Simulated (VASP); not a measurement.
# IrO2 (P4_2/mnm) in VASP: single point with PBE

Aim: the single point of IrO2 with PBE.

The COD entry that gives the cell may itself be a prediction, so a difference from it is no test against experiment.

All numbers are computed with VASP 6.6.1; they aren't measurements. Logs are shortened: lines on timing, memory, paths and dates and some standing lists are left out, and cuts for length are marked.

### 1 The cell of the first run

Symmetry: P4_2/mnm, No. 136, tetragonal system. Conventional cell: a = 4.505 Å, b = 4.505 Å, c = 3.159 Å, α = 90.00°, β = 90.00°, γ = 90.00°. Within 2.6 Å of Ir (site symmetry mmm) lie 6 O at 1.96 to 2.00 Å. Within 2.6 Å of O (site symmetry m2m) lie 3 Ir at 1.96 to 2.00 Å and 1 O at 2.45 Å.

### 2 Single point, PBE

INCAR

```
SYSTEM = IrO2
PREC     = Accurate       ! precision mode
ENCUT    = 600            ! plane-wave cutoff, eV
EDIFF    = 1E-6           ! SCF threshold, eV
ISMEAR   = 1              ! smearing method
SIGMA    = 0.05           ! smearing width, eV
LREAL    = .FALSE.        ! projectors in reciprocal space
LASPH    = .TRUE.         ! aspherical terms in the spheres
NELM     = 120            ! most SCF steps
ALGO     = Normal         ! electronic algorithm
ISIF     = 2              ! what is computed and relaxed
LWAVE    = .FALSE.        ! write WAVECAR
LCHARG   = .TRUE.         ! write CHGCAR
GGA      = PE             ! functional
LELF     = .TRUE.         ! ELF
LVHAR    = .TRUE.       
NBANDS   = 30             ! bands
GGA_COMPAT= .FALSE.
```

KPOINTS

```
Automatic mesh
0
G
  5 5 7
  0 0 0
```

POSCAR

```
IrO2
1.0
    4.5051000000      0.0000000000      0.0000000000
    0.0000000000      4.5051000000      0.0000000000
    0.0000000000      0.0000000000      3.1586000000
Ir O
2 4
Direct
    0.0000000000      0.0000000000      0.0000000000
    0.5000000000      0.5000000000      0.5000000000
    0.3077000000      0.3077000000      0.0000000000
    0.1923000000      0.8077000000      0.5000000000
    0.6923000000      0.6923000000      0.0000000000
    0.8077000000      0.1923000000      0.5000000000
```

Potentials or basis: VASP PAW PBE potentials, release 64 (Ir, O).

Run with:

```console
$ cat potpaw_PBE.64/Ir/POTCAR potpaw_PBE.64/O/POTCAR > POTCAR
$ mpirun -np 1 vasp_std > vasp.out
```

OUTCAR:

```text
SYSTEM = IrO2
   PREC = Accurate
   ENCUT = 600
   EDIFF = 1E-6
   ISMEAR = 1
   LREAL = .FALSE.
   LASPH = .TRUE.
   NELM = 120
   ISIF = 2
   GGA = PE

 ion  position               nearest neighbor table
   1  0.000  0.000  0.000-   3 1.96   5 1.96   4 2.00   6 2.00   4 2.00   6 2.00
   2  0.500  0.500  0.500-   4 1.96   6 1.96   5 2.00   3 2.00   3 2.00   5 2.00
   3  0.308  0.308  0.000-   1 1.96   2 2.00   2 2.00
   4  0.192  0.808  0.500-   2 1.96   1 2.00   1 2.00
   5  0.692  0.692  0.000-   1 1.96   2 2.00   2 2.00
   6  0.808  0.192  0.500-   2 1.96   1 2.00   1 2.00

  LATTYP: Found a simple tetragonal cell.
 ALAT       =     4.5051000000
 C/A-ratio  =     0.7011165124

  Lattice vectors:

 A1 = (   4.5051000000,   0.0000000000,   0.0000000000)
 A2 = (   0.0000000000,   4.5051000000,   0.0000000000)
 A3 = (   0.0000000000,   0.0000000000,   3.1586000000)

Analysis of symmetry for initial positions (statically):
=====================================================================
 Subroutine PRICEL returns:
 Original cell was already a primitive cell.

 Routine SETGRP: Setting up the symmetry group for a
 simple tetragonal supercell.

 Subroutine GETGRP returns: Found 16 space group operations
 (whereof  8 operations were pure point group operations)
 out of a pool of 16 trial point group operations.

The static configuration has the point symmetry D_2h.
 The point group associated with its full space group is D_4h.

Analysis of symmetry for dynamics (positions and initial velocities):
=====================================================================
 Subroutine PRICEL returns:
 Original cell was already a primitive cell.

 Routine SETGRP: Setting up the symmetry group for a
 simple tetragonal supercell.

 Subroutine GETGRP returns: Found 16 space group operations
 (whereof  8 operations were pure point group operations)
 out of a pool of 16 trial point group operations.

The dynamic configuration has the point symmetry D_2h.
 The point group associated with its full space group is D_4h.

 Subroutine INISYM returns: Found 16 space group operations
 (whereof  8 operations are pure point group operations),
 and found     1 'primitive' translations

----------------------------------------------------------------------------------------

                                     Primitive cell

  volume of cell :      64.1067

[... 97 lines left out ...]
   EDIFFG = 0.1E-04   stopping-criterion for IOM
   NSW    =      0    number of steps for IOM
   IBRION =     -1    ionic relax: 0-MD 1-quasi-New 2-CG
   NFREE  =      0    steps in history (QN), initial steepest desc. (CG)
   ISIF   =      2    stress and relaxation
   ISYM   =      2    0-nonsym 1-usesym 2-fastsym
   POTIM  = 0.5000    time-step for ionic-motion
   TEBEG  =    0.0;   TEEND  =   0.0 temperature during run
   PSTRESS=    0.0 pullay stress
   NELECT =      42.0000    total number of electrons
   NUPDOWN=      -1.0000    fix difference up-down
   EMIN   =  10.00;   EMAX   =-10.00  energy-range for DOS
   EFERMI =   0.00;   METHOD = LEGACY
   ISMEAR =     1;   SIGMA  =   0.05  broadening in eV -4-tet -1-fermi 0-gaus
   EFERMI_NEDOS =   21; number of points for ismear=-14 and -15
   IALGO  =     38    algorithm
   IMIX   =      4    mixing-type and parameters
     AMIX     =   0.40;   BMIX     =  1.00
     AMIX_MAG =   1.60;   BMIX_MAG =  1.00
  volume/ion in A,a.u.               =      10.68        72.10
  Fermi-wavevector in a.u.,A,eV,Ry     =   1.421860  2.686925 27.506696  2.021685
  Thomas-Fermi vector in A             =   2.542625
   LORBIT       =      0    0 simple, 1 ext, 2 COOP (PROOUT), +10 PAW based schemes
   GGA     = PE    functional components
   LHFCALC =     F    Hartree Fock is set to
   AEXX    =    0.0000 exact exchange contribution
   IVDW    =     0    specifies the selected vdW correction
   LEPSILON=     F    determine dielectric tensor
   LRPA    =     F    only Hartree local field effects (RPA)
 non-spin polarized calculation
 Methfessel and Paxton  Order N= 1 SIGMA  =   0.05
  energy-cutoff  :      600.00
  volume of cell :       64.11
 maximum number of plane-waves:      2154
 NGX is ok and might be reduce to    36
   NGX = 17   NGY = 17   NGZ = 13

 number of electron      41.9999996 magnetization

 Free energy of the ion-electron system (eV)
  ---------------------------------------------------
  ext. energy  EPLUGINS =         0.00000000
  ---------------------------------------------------
  free energy    TOTEN  =       -42.21493645 eV

  energy without entropy =      -42.21396582  energy(sigma->0) =      -42.21461291

 E-fermi :   6.2051     XC(G=0): -11.9970

 val. band max:        6.1865247046   @ k =   0.4000   0.4000   0.0000
 cond. band min:       6.2081740255   @ k =   0.4000   0.4000   0.1429
 fundamental gap:      0.0216493209
 Fermi energy:         6.2051495086

 k-point     1 :       0.0000    0.0000    0.0000
  band No.  band energies     occupation
      1     -15.0287      2.00000
      2     -13.8248      2.00000
      3     -12.7706      2.00000
      4     -12.7706      2.00000
      5      -3.6472      2.00000
      6      -3.4069      2.00000
[... 781 lines left out ...]
     29      16.0496      0.00000
     30      16.1885      0.00000

------------------------ aborting loop because EDIFF is reached ----------------------------------------

  FORCE on cell =-STRESS in cart. coord.  units (eV):
  Direction    XX          YY          ZZ          XY          YZ          ZX
  --------------------------------------------------------------------------------------
  -------------------------------------------------------------------------------------
  Total        2.6792282      2.6792282      3.4099893      0.0000000      0.0000000      0.0000000
  in kB       66.9602077     66.9602077     85.2236441      0.0000000      0.0000000      0.0000000
  external PRESSURE =      73.0480199 kB  Pullay stress =       0.0000000 kB

 VOLUME and BASIS-vectors are now :
 -----------------------------------------------------------------------------
  energy-cutoff  :      600.00
  volume of cell :       64.11
      direct lattice vectors                 reciprocal lattice vectors
     4.505100000  0.000000000  0.000000000     0.221970655  0.000000000  0.000000000
     0.000000000  4.505100000  0.000000000     0.000000000  0.221970655  0.000000000
     0.000000000  0.000000000  3.158600000     0.000000000  0.000000000  0.316595960

 POSITION                                       TOTAL-FORCE (eV/Angst)
 -----------------------------------------------------------------------------------
      0.00000      0.00000      0.00000         0.000000      0.000000      0.000000
      2.25255      2.25255      1.57930         0.000000      0.000000      0.000000
      1.38622      1.38622      0.00000         0.032240      0.032240     -0.000000
      0.86633      3.63877      1.57930        -0.032240      0.032240      0.000000
      3.11888      3.11888      0.00000        -0.032240     -0.032240      0.000000
      3.63877      0.86633      1.57930         0.032240     -0.032240      0.000000
 -----------------------------------------------------------------------------------
    total drift:                                0.000000     -0.000000     -0.000000

  FREE ENERGIE OF THE ION-ELECTRON SYSTEM (eV)
  ---------------------------------------------------
  free  energy   TOTEN  =       -42.2149364490 eV

  energy  without entropy=      -42.2139658190  energy(sigma->0) =      -42.21461291
```

stdout:

```text
POSCAR found type information on POSCAR IrO
 POSCAR found :  2 types and       6 ions
 scaLAPACK will be used
 LDA part: xc-table for (Slater+PW92), standard interpolation
 POSCAR, INCAR and KPOINTS ok, starting setup
 FFT: planning ... GRIDC
 FFT: planning ... GRID_SOFT
 FFT: planning ... GRID
 WAVECAR not read
 entering main loop
```

It took 99 s on 1 thread of Intel Xeon 8259CL, shared host; peak memory 0.21 GiB.

Results:

* Free energy: -42.2149 eV
* Pressure: 7.3 GPa
* Largest force: 0.046 eV/Å
* Band gap on the k mesh: zero (band 21 reaches 6.63 eV, above the bottom of band 22 at 5.92 eV)

Forces on the atoms (eV/Å):
```
Ir   0.000  0.000  0.000
Ir   0.000  0.000  0.000
O    0.032  0.032  0.000
O   -0.032  0.032  0.000
O   -0.032 -0.032  0.000
O    0.032 -0.032  0.000
```

Caveat: spin-orbit coupling is left out, which moves the levels of the heavy elements.
